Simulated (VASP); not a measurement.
# BaF2 (Fm-3m) in VASP: a series of runs

BaF2 is run at these levels: PBE; tasks: single point.

Everything below comes from runs of VASP 6.6.1. Logs are shortened: lines on timing, memory, paths and dates and some standing lists are left out, and cuts for length are marked.

## 1. The cell of the first run

It takes space group Fm-3m (No. 225, cubic). Conventional cell: a = 6.221 Å, b = 6.221 Å, c = 6.221 Å, α = 90.00°, β = 90.00°, γ = 90.00°. Within 3.6 Å of Ba (site symmetry m-3m) lie 8 F at 2.69 Å. F (site symmetry -43m) has 4 Ba at 2.69 Å and 6 F at 3.11 Å within 3.6 Å.

## 2. Single point, PBE

File INCAR:

```
PREC = Accurate
ENCUT = 600
EDIFF = 1E-6
ISMEAR = 0
SIGMA = 0.05
LREAL = False
LASPH = True
NELM = 120
ALGO = Normal
ISIF = 2
LWAVE = False
LCHARG = False
GGA = PE
NBANDS = 19
GGA_COMPAT = False
```

File KPOINTS:

```
Automatic mesh
0
Gamma
  10 10 10
```

File POSCAR:

```
BaF2
1.0
    0.0000000000      3.1103474992      3.1103474992
    3.1103474992      0.0000000000      3.1103474992
    3.1103474992      3.1103474992      0.0000000000
Ba F
1 2
Direct
    0.0000000000      0.0000000000      0.0000000000
    0.2500000000      0.2500000000      0.2500000000
    0.7500000000      0.7500000000      0.7500000000
```

Potentials or basis: VASP PAW PBE potentials, release 64 (Ba_sv, F).

Started as:

```bash
$ cat potpaw_PBE.64/Ba_sv/POTCAR potpaw_PBE.64/F/POTCAR > POTCAR
$ mpirun -np 1 vasp_std > vasp.out
```

OUTCAR:

```text
PREC = Accurate
   ENCUT = 600
   EDIFF = 1E-6
   ISMEAR = 0
   LREAL = False
   LASPH = True
   NELM = 120
   ISIF = 2
   GGA = PE

 ion  position               nearest neighbor table
   1  0.000  0.000  0.000-   3 2.69   3 2.69   3 2.69   2 2.69   3 2.69   2 2.69   2 2.69   2 2.69

   2  0.250  0.250  0.250-   1 2.69   1 2.69   1 2.69   1 2.69
   3  0.750  0.750  0.750-   1 2.69   1 2.69   1 2.69   1 2.69

  LATTYP: Found a face centered cubic cell.
 ALAT       =     6.2206949984

  Lattice vectors:

 A1 = (   0.0000000000,   3.1103474992,   3.1103474992)
 A2 = (   3.1103474992,   0.0000000000,   3.1103474992)
 A3 = (   3.1103474992,   3.1103474992,   0.0000000000)

Analysis of symmetry for initial positions (statically):
=====================================================================
 Subroutine PRICEL returns:
 Original cell was already a primitive cell.

 Routine SETGRP: Setting up the symmetry group for a
 face centered cubic supercell.

 Subroutine GETGRP returns: Found 48 space group operations
 (whereof 48 operations were pure point group operations)
 out of a pool of 48 trial point group operations.

The static configuration has the point symmetry O_h .

Analysis of symmetry for dynamics (positions and initial velocities):
=====================================================================
 Subroutine PRICEL returns:
 Original cell was already a primitive cell.

 Routine SETGRP: Setting up the symmetry group for a
 face centered cubic supercell.

 Subroutine GETGRP returns: Found 48 space group operations
 (whereof 48 operations were pure point group operations)
 out of a pool of 48 trial point group operations.

The dynamic configuration has the point symmetry O_h .

 Subroutine INISYM returns: Found 48 space group operations
 (whereof 48 operations are pure point group operations),
 and found     1 'primitive' translations

----------------------------------------------------------------------------------------

                                     Primitive cell

  volume of cell :      60.1806

  direct lattice vectors                    reciprocal lattice vectors
     0.000000000  3.110347499  3.110347499    -0.160753742  0.160753742  0.160753742
     3.110347499  0.000000000  3.110347499     0.160753742 -0.160753742  0.160753742
     3.110347499  3.110347499  0.000000000     0.160753742  0.160753742 -0.160753742

  length of vectors
     4.398695617  4.398695617  4.398695617     0.278433649  0.278433649  0.278433649

  position of ions in fractional coordinates (direct lattice)
     0.000000000  0.000000000  0.000000000
     0.250000000  0.250000000  0.250000000
     0.750000000  0.750000000  0.750000000

  ion indices of the primitive-cell ions
   primitive index   ion index
                 1           1
                 2           2
                 3           3

----------------------------------------------------------------------------------------

 KPOINTS: Automatic mesh

Automatic generation of k-mesh.
 Grid dimensions read from file:
 generate k-points for:   10   10   10

 Generating k-lattice:

  Cartesian coordinates                     Fractional coordinates (reciprocal lattice)
    -0.016075374  0.016075374  0.016075374     0.100000000  0.000000000  0.000000000
     0.016075374 -0.016075374  0.016075374     0.000000000  0.100000000  0.000000000
     0.016075374  0.016075374 -0.016075374     0.000000000  0.000000000  0.100000000

  Length of vectors
     0.027843365  0.027843365  0.027843365

  Shift w.r.t. Gamma in fractional coordinates (k-lattice)
     0.000000000  0.000000000  0.000000000

 Subroutine IBZKPT returns following result:
 ===========================================

 Found     47 irreducible k-points:

 Following reciprocal coordinates:
            Coordinates               Weight
  0.000000  0.000000  0.000000      1.000000
  0.100000  0.000000  0.000000      8.000000
  0.200000  0.000000  0.000000      8.000000
  0.300000  0.000000  0.000000      8.000000
  0.400000  0.000000  0.000000      8.000000
  0.500000  0.000000  0.000000      4.000000
[... 16 lines left out ...]
  0.300000  0.300000  0.000000      6.000000
  0.400000  0.300000  0.000000     24.000000
 [... further k-points ...]
   k-points           NKPTS =     47   k-points in BZ     NKDIM =     47   number of bands    NBANDS=     19
   number of dos      NEDOS =    301   number of ions     NIONS =      3
   total plane-waves  NPLWV =  46656
   dimension x,y,z NGX =    36 NGY =   36 NGZ =   36
   dimension x,y,z NGXF=    72 NGYF=   72 NGZF=   72
   ions per type =               1   2
   NGX,Y,Z   is equivalent  to a cutoff of  13.61, 13.61, 13.61 a.u.
   NGXF,Y,Z  is equivalent  to a cutoff of  27.21, 27.21, 27.21 a.u.
 SYSTEM =  unknown system
   PREC   = accura    normal or accurate (medium, high low for compatibility)
   ISTART =      0    job   : 0-new  1-cont  2-samecut
   ICHARG =      2    charge: 1-file 2-atom 10-const
   ISPIN  =      1    spin polarized calculation?
   LNONCOLLINEAR =      F non collinear calculations
   LSORBIT =      F    spin-orbit coupling
   LASPH  =      T    aspherical Exc in radial PAW
   ENCUT  =  600.0 eV  44.10 Ry    6.64 a.u.   8.79  8.79  8.79*2*pi/ulx,y,z
   NELM   =    120;   NELMIN=  2; NELMDL= -5     # of ELM steps
   EDIFF  = 0.1E-05   stopping-criterion for ELM
   LREAL  =      F    real-space projection
   EDIFFG = 0.1E-04   stopping-criterion for IOM
   NSW    =      0    number of steps for IOM
   IBRION =     -1    ionic relax: 0-MD 1-quasi-New 2-CG
   NFREE  =      0    steps in history (QN), initial steepest desc. (CG)
   ISIF   =      2    stress and relaxation
   ISYM   =      2    0-nonsym 1-usesym 2-fastsym
   POTIM  = 0.5000    time-step for ionic-motion
   TEBEG  =    0.0;   TEEND  =   0.0 temperature during run
   PSTRESS=    0.0 pullay stress
   NELECT =      24.0000    total number of electrons
   NUPDOWN=      -1.0000    fix difference up-down
   EMIN   =  10.00;   EMAX   =-10.00  energy-range for DOS
   EFERMI =   0.00;   METHOD = LEGACY
   ISMEAR =     0;   SIGMA  =   0.05  broadening in eV -4-tet -1-fermi 0-gaus
   EFERMI_NEDOS =   21; number of points for ismear=-14 and -15
   IALGO  =     38    algorithm
   IMIX   =      4    mixing-type and parameters
     AMIX     =   0.40;   BMIX     =  1.00
     AMIX_MAG =   1.60;   BMIX_MAG =  1.00
  volume/ion in A,a.u.               =      20.06       135.37
  Fermi-wavevector in a.u.,A,eV,Ry     =   1.205017  2.277151 19.756541  1.452065
  Thomas-Fermi vector in A             =   2.340725
   LORBIT       =      0    0 simple, 1 ext, 2 COOP (PROOUT), +10 PAW based schemes
   GGA     = PE    functional components
   LHFCALC =     F    Hartree Fock is set to
   AEXX    =    0.0000 exact exchange contribution
   IVDW    =     0    specifies the selected vdW correction
   LEPSILON=     F    determine dielectric tensor
   LRPA    =     F    only Hartree local field effects (RPA)
 non-spin polarized calculation
 Gauss-broadening in eV      SIGMA  =   0.05
  energy-cutoff  :      600.00
  volume of cell :       60.18
 maximum number of plane-waves:      2044
   NGX = 17   NGY = 17   NGZ = 17

 number of electron      24.0000008 magnetization

 Free energy of the ion-electron system (eV)
  ---------------------------------------------------
  ext. energy  EPLUGINS =         0.00000000
  ---------------------------------------------------
  free energy    TOTEN  =       -17.12113851 eV

  energy without entropy =      -17.12113851  energy(sigma->0) =      -17.12113851

 E-fermi :  -1.8373     XC(G=0):  -8.6552

 val. band max:       -2.1118679270   @ k =  -0.2000   0.2000   0.0000
 cond. band min:       4.6079456539   @ k =   0.0000   0.0000   0.0000
 fundamental gap:      6.7198135810
 Fermi energy:        -1.8373285060

 k-point     1 :       0.0000    0.0000    0.0000
  band No.  band energies     occupation
      1     -25.2378      2.00000
      2     -21.0299      2.00000
      3     -20.9944      2.00000
      4     -10.0893      2.00000
      5     -10.0893      2.00000
      6     -10.0893      2.00000
[... 11 lines left out ...]
     18       9.1939      0.00000
     19      13.2658      0.00000

 k-point     2 :       0.1000    0.0000    0.0000
  band No.  band energies     occupation
      1     -25.2198      2.00000
      2     -21.0393      2.00000
      3     -21.0171      2.00000
      4     -10.1072      2.00000
      5     -10.1045      2.00000
      6     -10.1045      2.00000
[... 11 lines left out ...]
     18       9.2026      0.00000
     19      12.8060      0.00000

 k-point     3 :       0.2000    0.0000    0.0000
  band No.  band energies     occupation
      1     -25.1717      2.00000
      2     -21.0870      2.00000
      3     -21.0546      2.00000
      4     -10.1507      2.00000
      5     -10.1435      2.00000
      6     -10.1435      2.00000
[... 11 lines left out ...]
     18       9.2335      0.00000
     19      11.9435      0.00000

 k-point     4 :       0.3000    0.0000    0.0000
  band No.  band energies     occupation
      1     -25.1099      2.00000
      2     -21.1685      2.00000
      3     -21.0809      2.00000
      4     -10.1986      2.00000
      5     -10.1904      2.00000
      6     -10.1904      2.00000
[... 407 lines left out ...]
     18       9.6712      0.00000
     19      11.9488      0.00000

 k-point    23 :       0.3000    0.3000    0.0000
  band No.  band energies     occupation
      1     -25.0659      2.00000
      2     -21.2141      2.00000
      3     -21.1094      2.00000
      4     -10.3411      2.00000
      5     -10.3411      2.00000
      6      -9.9945      2.00000
[... 11 lines left out ...]
     18       9.5067      0.00000
     19      13.2167      0.00000

 k-point    24 :       0.4000    0.3000    0.0000
  band No.  band energies     occupation
      1     -25.0240      2.00000
      2     -21.2602      2.00000
      3     -21.1342      2.00000
      4     -10.3831      2.00000
      5     -10.3825      2.00000
      6      -9.9960      2.00000
[... 11 lines left out ...]
     18       9.7802      0.00000
     19      12.5752      0.00000

 [... further k-points ...]

------------------------ aborting loop because EDIFF is reached ----------------------------------------

  FORCE on cell =-STRESS in cart. coord.  units (eV):
  Direction    XX          YY          ZZ          XY          YZ          ZX
  --------------------------------------------------------------------------------------
  -------------------------------------------------------------------------------------
  Total        0.6179355      0.6179355      0.6179355      0.0000000      0.0000000     -0.0000000
  in kB       16.4511765     16.4511765     16.4511765      0.0000000      0.0000000     -0.0000000
  external PRESSURE =      16.4511765 kB  Pullay stress =       0.0000000 kB

 VOLUME and BASIS-vectors are now :
 -----------------------------------------------------------------------------
  energy-cutoff  :      600.00
  volume of cell :       60.18
      direct lattice vectors                 reciprocal lattice vectors
     0.000000000  3.110347499  3.110347499    -0.160753742  0.160753742  0.160753742
     3.110347499  0.000000000  3.110347499     0.160753742 -0.160753742  0.160753742
     3.110347499  3.110347499  0.000000000     0.160753742  0.160753742 -0.160753742

 POSITION                                       TOTAL-FORCE (eV/Angst)
 -----------------------------------------------------------------------------------
      0.00000      0.00000      0.00000        -0.000000     -0.000000     -0.000000
      1.55517      1.55517      1.55517         0.000000      0.000000      0.000000
      4.66552      4.66552      4.66552        -0.000000     -0.000000     -0.000000
 -----------------------------------------------------------------------------------
    total drift:                                0.000000      0.000000      0.000000

  FREE ENERGIE OF THE ION-ELECTRON SYSTEM (eV)
  ---------------------------------------------------
  free  energy   TOTEN  =       -17.1211385140 eV

  energy  without entropy=      -17.1211385140  energy(sigma->0) =      -17.12113851
```

Wall time 32 s (1 thread of Intel Xeon Platinum 8488C (Sapphire Rapids), shared host); peak memory 0.24 GiB.

Results:

- Free energy: -17.1211 eV
- Pressure: 1.6 GPa
- Band gap on the k mesh: 6.72 eV (least direct gap 6.79 eV)

Levels at points of the mesh, in eV from the valence-band top:
```csv
k point,band 10,band 11,band 12,band 13,band 14,band 15
"(0.00, 0.00, 0.00)",-0.07,-0.07,-0.07,6.72,9.14,9.14
"(0.50, 0.00, 0.00)",-0.35,-0.17,-0.17,9.04,9.13,9.13
"(0.50, 0.50, 0.00)",-0.34,-0.34,-0.12,7.23,8.95,10.60
```

Caveat: spin-orbit coupling is left out, which moves the levels of the heavy elements.

## 3. Single point, PBE (20.15 Å³/atom)

This run uses another cell than the first one, of 20.15 Å³/atom.

INCAR is that of step 2.

File KPOINTS:

```
regular mesh
0
Gamma
  10 10 10
```

File POSCAR:

```
BaF2
1.0
    0.0000000000      3.1150983424      3.1150983424
    3.1150983424      0.0000000000      3.1150983424
    3.1150983424      3.1150983424      0.0000000000
Ba F
1 2
Direct
    0.0000000000      0.0000000000      0.0000000000
    0.2500000000      0.2500000000      0.2500000000
    0.7500000000      0.7500000000      0.7500000000
```

Potentials or basis: VASP PAW PBE potentials, release 64 (Ba_sv, F).

Started as:

```bash
$ cat potpaw_PBE.64/Ba_sv/POTCAR potpaw_PBE.64/F/POTCAR > POTCAR
$ mpirun -np 1 vasp_std > vasp.out
```

Wall time 31 s (1 thread of Intel Xeon Platinum 8488C (Sapphire Rapids), shared host); peak memory 0.24 GiB.

The run converged. Its results:

* Free energy: -17.1242 eV
* Pressure: 1.4 GPa
* Band gap on the k mesh: 6.70 eV (least direct gap 6.77 eV)

Levels at points of the mesh, in eV from the valence-band top:
```tsv
k point	band 9	band 10	band 11	band 12	band 13	band 14	band 15	band 16
(0.00, 0.00, 0.00)	-1.45	-0.07	-0.07	-0.07	6.70	9.13	9.13	11.27
(0.50, 0.00, 0.00)	-0.65	-0.35	-0.17	-0.17	9.01	9.11	9.11	9.73
(0.50, 0.50, 0.00)	-0.34	-0.34	-0.34	-0.11	7.22	8.92	10.57	11.83
```

Caveat: spin-orbit coupling is left out, which moves the levels of the heavy elements. A k mesh can miss the band edges.

## 4. Single point, PBE (20.31 Å³/atom)

This run uses another cell than the first one, of 20.31 Å³/atom.

File INCAR:

```
PREC = Accurate ; ENCUT = 600
EDIFF = 1E-6 ; ISMEAR = 0
SIGMA = 0.05 ; LREAL = F
LASPH = T ; NELM = 120
ALGO = Normal ; ISIF = 2
LWAVE = F ; LCHARG = F
GGA = PE ; NBANDS = 19
GGA_COMPAT = F
```

File KPOINTS:

```
Automatic mesh
0
Gamma
  10 10 10
```

File POSCAR:

```
BaF2
1.0
    0.0000000000      3.1232325923      3.1232325923
    3.1232325923      0.0000000000      3.1232325923
    3.1232325923      3.1232325923      0.0000000000
Ba F
1 2
Direct
    0.0000000000      0.0000000000      0.0000000000
    0.2500000000      0.2500000000      0.2500000000
    0.7500000000      0.7500000000      0.7500000000
```

Started as:

```bash
$ cat potpaw_PBE.64/Ba_sv/POTCAR potpaw_PBE.64/F/POTCAR > POTCAR
$ mpirun -np 1 vasp_std > vasp.out
```

Wall time 31 s (1 thread of Intel Xeon Platinum 8488C (Sapphire Rapids), shared host); peak memory 0.24 GiB.

Results (log left out):

```yaml
Free_energy: -17.1284 eV
Pressure: 0.9 GPa
Band_gap_on_the_k_mesh: 6.67 eV (least direct gap 6.73 eV)
```

Levels at points of the mesh, in eV from the valence-band top:
```tsv
k point	band 9	band 10	band 11	band 12	band 13	band 14	band 15	band 16
(0.00, 0.00, 0.00)	-1.43	-0.07	-0.07	-0.07	6.67	9.10	9.10	11.21
(0.50, 0.00, 0.00)	-0.64	-0.35	-0.17	-0.17	8.97	9.08	9.08	9.70
(0.50, 0.50, 0.00)	-0.34	-0.33	-0.33	-0.11	7.20	8.88	10.52	11.76
```

Caveat: spin-orbit coupling is left out, which moves the levels of the heavy elements. A k mesh can miss the band edges.

## 5. Summary

| cell | gap on the mesh (eV) | pressure (GPa) |
| --- | --- | --- |
| a = 4.399 Å, angles 60.0°, 3 atoms | 6.72 | 1.6 |
| a = 4.405 Å, angles 60.0°, 3 atoms | 6.70 | 1.4 |
| a = 4.417 Å, angles 60.0°, 3 atoms | 6.67 | 0.9 |

Alike in all rows: task single point; level PBE; potentials or basis VASP PAW PBE potentials, release 64 (Ba_sv, F); no spin polarisation; k mesh 10 × 10 × 10; cutoff (eV) 600; smearing gaussian 0.05 eV.

Caveats: spin-orbit coupling is left out, which moves the levels of the heavy elements.

Total energies depend on the potentials used, so only differences within one code and one set of settings carry meaning.
